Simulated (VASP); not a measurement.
Runs of VASP 6.6.1 on MgS. The structure is that of space group P6_3mc (No. 186), or close to it. The cells are those of the table. 

```csv
task,level,potentials or basis,cell,cutoff (eV),gap on the mesh (eV),pressure (GPa),largest force (eV/Å)
single point,LDA,"VASP PAW LDA potentials, release 64 (S, Mg)","a = 4.008, b = 4.008, c = 6.389 Å, angles 90.0, 90.0, 120.0°, 4 atoms",520,3.26,-1.3,0.05
single point,LDA,"VASP PAW LDA potentials, release 64 (S, Mg)","a = 3.980, b = 3.980, c = 6.345 Å, angles 90.0, 90.0, 120.0°, 4 atoms",520,(a),0.0,0.05
single point,PBEsol+D3(BJ),"VASP PAW PBE potentials, release 64 (S, Mg)","a = 3.997, b = 3.997, c = 6.349 Å, angles 90.0, 90.0, 120.0°, 4 atoms",520,(b),(d),-
single point,PBEsol+D3(BJ),"VASP PAW PBE potentials, release 64 (S, Mg)","a = 3.993, b = 3.993, c = 6.340 Å, angles 90.0, 90.0, 120.0°, 4 atoms",520,3.44,0.0,-
single point,PBEsol,"VASP PAW PBE potentials, release 64 (S, Mg)","a = 3.952, b = 3.952, c = 6.301 Å, angles 90.0, 90.0, 120.0°, 4 atoms",520,3.58,3.6,0.04
single point,LDA,"VASP PAW LDA potentials, release 64 (S, Mg)","a = 4.088, b = 4.088, c = 6.517 Å, angles 90.0, 90.0, 120.0°, 4 atoms",520,(c),-4.3,0.06
relaxation of cell and atoms,PBE+D4,"VASP PAW PBE potentials, release 64 (S, Mg)","relaxed from a = 4.035, b = 4.035, c = 6.432 Å, angles 90.0, 90.0, 120.0°, 4 atoms",600,3.53,0.0,0.01
single point,PBEsol,"VASP PAW PBE potentials, release 64 (S, Mg)","a = 3.980, b = 3.980, c = 6.345 Å, angles 90.0, 90.0, 120.0°, 4 atoms",520,3.47,2.1,0.04
```

Alike in all rows: no spin polarisation; k mesh 8 × 8 × 4; smearing fermi-dirac 0.05 eV.

Fill in the values left out.

(a) 3.36; (b) 3.42; (c) 2.97; (d) -0.2.

Caveats: the PAW data sets were made with another functional, which shifts forces and pressure a little (at least some runs); three body term missing (at least some runs); the cell stands under pressure (at least some runs); the cell stands under tension (at least some runs).

